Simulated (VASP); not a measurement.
# W3S in VASP: single point with PBE

Aim: the single point of W3S with PBE.

All numbers are computed with VASP 6.6.1; they aren't measurements. Logs are shortened: lines on timing, memory, paths and dates and some standing lists are left out, and cuts for length are marked.

### 1 The cell of the first run

The cell holds a slab with vacuum, 4 atoms: a = 2.855 Å, b = 2.855 Å, c = 19.445 Å, α = 90.00°, β = 90.00°, γ = 90.00°.

### 2 Single point, PBE

INCAR

```
SYSTEM = W3S
PREC = Accurate ; ENCUT = 520
EDIFF = 1E-6 ; ISMEAR = 0
SIGMA = 0.1 ; LREAL = .False.
LASPH = .True. ; NELM = 100
ALGO = Normal ; ISIF = 2
LWAVE = .False. ; LCHARG = .False.
LDIPOL = .True. ; IDIPOL = 3
DIPOL = 0.5 0.5 0.358 ; GGA = PE
NBANDS = 32
```

KPOINTS

```
regular mesh
0
Gamma
  9 9 1
  0 0 0
```

POSCAR

```
W3S
1.0
    2.8547213223      0.0000000000      0.0000000000
    0.0000000000      2.8547213223      0.0000000000
    0.0000000000      0.0000000000     19.4446428902
W S
3 1
Direct
    0.5000000000      0.5000000000      0.2057121863
    0.0000000000      0.0000000000      0.3071173012
    0.5000000000      0.5000000000      0.4085774645
    0.6666666667      0.8333333333      0.5092216416
```

Potentials or basis: VASP PAW PBE potentials, release 64 (W_sv, S).

Started as:

```console
$ cat potpaw_PBE.64/W_sv/POTCAR potpaw_PBE.64/S/POTCAR > POTCAR
$ mpirun -np 1 vasp_std > vasp.out
```

OUTCAR:

```text
SYSTEM = W3S
   PREC = Accurate
   ENCUT = 520
   EDIFF = 1E-6
   ISMEAR = 0
   LREAL = .False.
   LASPH = .True.
   NELM = 100
   ISIF = 2
   GGA = PE

 ion  position               nearest neighbor table
   1  0.500  0.500  0.206-   2 2.82   2 2.82   2 2.82   2 2.82
   2  0.000  0.000  0.307-   1 2.82   1 2.82   1 2.82   1 2.82   3 2.82   3 2.82   3 2.82   3 2.82

   3  0.500  0.500  0.409-   4 2.23   4 2.77   2 2.82   2 2.82   2 2.82   2 2.82
   4  0.667  0.833  0.509-   3 2.23   3 2.77

  LATTYP: Found a simple tetragonal cell.
 ALAT       =     2.8547213223
 C/A-ratio  =     6.8113979247

  Lattice vectors:

 A1 = (   2.8547213223,   0.0000000000,   0.0000000000)
 A2 = (   0.0000000000,   2.8547213223,   0.0000000000)
 A3 = (   0.0000000000,   0.0000000000,  19.4446428902)

Analysis of symmetry for initial positions (statically):
=====================================================================
 Subroutine PRICEL returns:
 Original cell was already a primitive cell.

 Routine SETGRP: Setting up the symmetry group for a
 simple tetragonal supercell.

 Subroutine GETGRP returns: Found  1 space group operations
 (whereof  1 operations were pure point group operations)
 out of a pool of 16 trial point group operations.

The static configuration has the point symmetry C_1 .

Analysis of symmetry for dynamics (positions and initial velocities):
=====================================================================
 Subroutine PRICEL returns:
 Original cell was already a primitive cell.

 Routine SETGRP: Setting up the symmetry group for a
 simple tetragonal supercell.

 Subroutine GETGRP returns: Found  1 space group operations
 (whereof  1 operations were pure point group operations)
 out of a pool of 16 trial point group operations.

The dynamic configuration has the point symmetry C_1 .

 Subroutine INISYM returns: Found  1 space group operations
 (whereof  1 operations are pure point group operations),
 and found     1 'primitive' translations

----------------------------------------------------------------------------------------

                                     Primitive cell

  volume of cell :     158.4628

  direct lattice vectors                    reciprocal lattice vectors
     2.854721322  0.000000000  0.000000000     0.350296890  0.000000000  0.000000000
     0.000000000  2.854721322  0.000000000     0.000000000  0.350296890  0.000000000
     0.000000000  0.000000000 19.444642890     0.000000000  0.000000000  0.051428047

  length of vectors
     2.854721322  2.854721322 19.444642890     0.350296890  0.350296890  0.051428047

  position of ions in fractional coordinates (direct lattice)
     0.500000000  0.500000000  0.205712186
     0.000000000  0.000000000  0.307117301
     0.500000000  0.500000000  0.408577464
     0.666666667  0.833333333  0.509221642

  ion indices of the primitive-cell ions
   primitive index   ion index
                 1           1
                 2           2
                 3           3
                 4           4

----------------------------------------------------------------------------------------

 KPOINTS: regular mesh

Automatic generation of k-mesh.
 Grid dimensions read from file:
 generate k-points for:    9    9    1

 Generating k-lattice:

  Cartesian coordinates                     Fractional coordinates (reciprocal lattice)
     0.038921877  0.000000000  0.000000000     0.111111111  0.000000000  0.000000000
     0.000000000  0.038921877  0.000000000     0.000000000  0.111111111  0.000000000
     0.000000000  0.000000000  0.051428047     0.000000000  0.000000000  1.000000000

  Length of vectors
     0.038921877  0.038921877  0.051428047

  Shift w.r.t. Gamma in fractional coordinates (k-lattice)
     0.000000000  0.000000000  0.000000000

 Subroutine IBZKPT returns following result:
 ===========================================

 Found     41 irreducible k-points:

 Following reciprocal coordinates:
            Coordinates               Weight
  0.000000  0.000000  0.000000      1.000000
  0.111111  0.000000  0.000000      2.000000
  0.000000  0.111111  0.000000      2.000000
  0.222222  0.000000  0.000000      2.000000
  0.000000  0.222222  0.000000      2.000000
  0.333333  0.000000  0.000000      2.000000
[... 16 lines left out ...]
  0.111111  0.444444  0.000000      2.000000
  0.222222  0.222222  0.000000      2.000000
 [... further k-points ...]
   k-points           NKPTS =     41   k-points in BZ     NKDIM =     41   number of bands    NBANDS=     32
   number of dos      NEDOS =    301   number of ions     NIONS =      4
   total plane-waves  NPLWV =  86400
   dimension x,y,z NGX =    24 NGY =   24 NGZ =  150
   dimension x,y,z NGXF=    48 NGYF=   48 NGZF=  300
   ions per type =               3   1
   NGX,Y,Z   is equivalent  to a cutoff of  13.98, 13.98, 12.82 a.u.
   NGXF,Y,Z  is equivalent  to a cutoff of  27.95, 27.95, 25.65 a.u.
 SYSTEM =  W3S
   PREC   = accura    normal or accurate (medium, high low for compatibility)
   ISTART =      0    job   : 0-new  1-cont  2-samecut
   ICHARG =      2    charge: 1-file 2-atom 10-const
   ISPIN  =      1    spin polarized calculation?
   LNONCOLLINEAR =      F non collinear calculations
   LSORBIT =      F    spin-orbit coupling
   LASPH  =      T    aspherical Exc in radial PAW
   ENCUT  =  520.0 eV  38.22 Ry    6.18 a.u.   5.31  5.31 36.15*2*pi/ulx,y,z
   NELM   =    100;   NELMIN=  2; NELMDL= -5     # of ELM steps
   EDIFF  = 0.1E-05   stopping-criterion for ELM
   LREAL  =      F    real-space projection
   EDIFFG = 0.1E-04   stopping-criterion for IOM
   NSW    =      0    number of steps for IOM
   IBRION =     -1    ionic relax: 0-MD 1-quasi-New 2-CG
   NFREE  =      0    steps in history (QN), initial steepest desc. (CG)
   ISIF   =      2    stress and relaxation
   ISYM   =      2    0-nonsym 1-usesym 2-fastsym
   POTIM  = 0.5000    time-step for ionic-motion
   TEBEG  =    0.0;   TEEND  =   0.0 temperature during run
   PSTRESS=    0.0 pullay stress
   NELECT =      48.0000    total number of electrons
   NUPDOWN=      -1.0000    fix difference up-down
   EMIN   =  10.00;   EMAX   =-10.00  energy-range for DOS
   EFERMI =   0.00;   METHOD = LEGACY
   ISMEAR =     0;   SIGMA  =   0.10  broadening in eV -4-tet -1-fermi 0-gaus
   EFERMI_NEDOS =   21; number of points for ismear=-14 and -15
   IALGO  =     38    algorithm
   IMIX   =      4    mixing-type and parameters
     AMIX     =   0.40;   BMIX     =  1.00
     AMIX_MAG =   1.60;   BMIX_MAG =  1.00
  volume/ion in A,a.u.               =      39.62       267.34
  Fermi-wavevector in a.u.,A,eV,Ry     =   1.099460  2.077678 16.446890  1.208812
  Thomas-Fermi vector in A             =   2.235855
   LORBIT       =      0    0 simple, 1 ext, 2 COOP (PROOUT), +10 PAW based schemes
   GGA     = PE    functional components
   LHFCALC =     F    Hartree Fock is set to
   AEXX    =    0.0000 exact exchange contribution
   IVDW    =     0    specifies the selected vdW correction
   LEPSILON=     F    determine dielectric tensor
   LRPA    =     F    only Hartree local field effects (RPA)
 non-spin polarized calculation
 Gauss-broadening in eV      SIGMA  =   0.10
  energy-cutoff  :      520.00
  volume of cell :      158.46
 maximum number of plane-waves:      4297
 NGX is ok and might be reduce to    24
   NGX = 11   NGY = 11   NGZ = 73

 dipolmoment           0.000000      0.000000     -0.000762 electrons x Angstroem

 number of electron      47.9999995 magnetization

 dipolmoment           0.000000      0.000000      0.000733 electrons x Angstroem

 Free energy of the ion-electron system (eV)
  ---------------------------------------------------
  ext. energy  EPLUGINS =         0.00000000
  ---------------------------------------------------
  free energy    TOTEN  =       -39.74180205 eV

  energy without entropy =      -39.71897137  energy(sigma->0) =      -39.73038671

 E-fermi :   1.5139     XC(G=0):  -6.2125

 val. band max:        1.4831235043   @ k =  -0.4444   0.1111   0.0000
 cond. band min:       1.5340805899   @ k =   0.2222   0.1111   0.0000
 fundamental gap:      0.0509570855
 Fermi energy:         1.5138777787

 k-point     1 :       0.0000    0.0000    0.0000
  band No.  band energies     occupation
      1     -72.6567      2.00000
      2     -72.3373      2.00000
      3     -72.0813      2.00000
      4     -37.1440      2.00000
      5     -36.7776      2.00000
      6     -36.6010      2.00000
[... 24 lines left out ...]
     31       4.9333      0.00000
     32       5.4586      0.00000

 k-point     2 :       0.1111    0.0000    0.0000
  band No.  band energies     occupation
      1     -72.6522      2.00000
      2     -72.3325      2.00000
      3     -72.0782      2.00000
      4     -37.1292      2.00000
      5     -36.7959      2.00000
      6     -36.6476      2.00000
[... 24 lines left out ...]
     31       4.3634      0.00000
     32       5.6261      0.00000

 k-point     3 :       0.0000    0.1111    0.0000
  band No.  band energies     occupation
      1     -72.6522      2.00000
      2     -72.3325      2.00000
      3     -72.0782      2.00000
      4     -37.1285      2.00000
      5     -36.7978      2.00000
      6     -36.6531      2.00000
[... 24 lines left out ...]
     31       4.3743      0.00000
     32       5.6024      0.00000

 k-point     4 :       0.2222    0.0000    0.0000
  band No.  band energies     occupation
      1     -72.6410      2.00000
      2     -72.3205      2.00000
      3     -72.0704      2.00000
      4     -37.1014      2.00000
      5     -36.9081      2.00000
      6     -36.7323      2.00000
[... 654 lines left out ...]
     31       5.9329      0.00000
     32       6.0772      0.00000

 k-point    23 :       0.1111    0.4444    0.0000
  band No.  band energies     occupation
      1     -72.6155      2.00000
      2     -72.2935      2.00000
      3     -72.0518      2.00000
      4     -37.2315      2.00000
      5     -37.0932      2.00000
      6     -36.8219      2.00000
[... 24 lines left out ...]
     31       5.8298      0.00000
     32       6.1569      0.00000

 k-point    24 :       0.2222    0.2222    0.0000
  band No.  band energies     occupation
      1     -72.6258      2.00000
      2     -72.3047      2.00000
      3     -72.0581      2.00000
      4     -37.0566      2.00000
      5     -36.8771      2.00000
      6     -36.8144      2.00000
[... 24 lines left out ...]
     31       4.1807      0.00000
     32       5.6268      0.00000

 [... further k-points ...]

------------------------ aborting loop because EDIFF is reached ----------------------------------------

 vacuum level on the upper side and lower side of the slab       (xc-potential included)        -0.154        -0.174

  FORCE on cell =-STRESS in cart. coord.  units (eV):
  Direction    XX          YY          ZZ          XY          YZ          ZX
  --------------------------------------------------------------------------------------
  -------------------------------------------------------------------------------------
  Total       -1.5384358     -1.1438994     -0.7746118      0.9848899      2.5392674     -0.1575858
  in kB      -15.5547322    -11.5656759     -7.8319027      9.9579713     25.6738856     -1.5933100
  external PRESSURE =     -11.6507702 kB  Pullay stress =       0.0000000 kB

 VOLUME and BASIS-vectors are now :
 -----------------------------------------------------------------------------
  energy-cutoff  :      520.00
  volume of cell :      158.46
      direct lattice vectors                 reciprocal lattice vectors
     2.854721322  0.000000000  0.000000000     0.350296890  0.000000000  0.000000000
     0.000000000  2.854721322  0.000000000     0.000000000  0.350296890  0.000000000
     0.000000000  0.000000000 19.444642890     0.000000000  0.000000000  0.051428047

 POSITION                                       TOTAL-FORCE (eV/Angst)
 -----------------------------------------------------------------------------------
      1.42736      1.42736      4.00000         0.042538     -0.032927      0.026426
      0.00000      0.00000      5.97179        -0.116992     -0.346815      0.315043
      1.42736      1.42736      7.94464         0.187069     -0.501815     -0.337756
      1.90315      2.37893      9.90163        -0.112614      0.881557     -0.003712
 -----------------------------------------------------------------------------------
    total drift:                                0.000056      0.000043      0.000165

  FREE ENERGIE OF THE ION-ELECTRON SYSTEM (eV)
  ---------------------------------------------------
  free  energy   TOTEN  =       -39.7418020452 eV

  energy  without entropy=      -39.7189713749  energy(sigma->0) =      -39.73038671

 vacuum level on the upper side and lower side of the slab         5.950         5.915
```

Wall time 2.7 min (1 thread of Intel Xeon 6975P-C (Granite Rapids), shared host); peak memory 0.36 GiB.

Results:

```
Free energy            : -39.7418 eV
Largest force          : 0.889 eV/Å
Band gap on the k mesh : zero (band 24 reaches 2.55 eV, above the bottom of band 25 at 1.32 eV)
```

Forces in eV/Å, atoms in the order of the input:
```
W    0.043 -0.033  0.026
W   -0.117 -0.347  0.315
W    0.187 -0.502 -0.338
S   -0.113  0.882 -0.004
```

Caveat: spin-orbit coupling is left out, which moves the levels of the heavy elements.
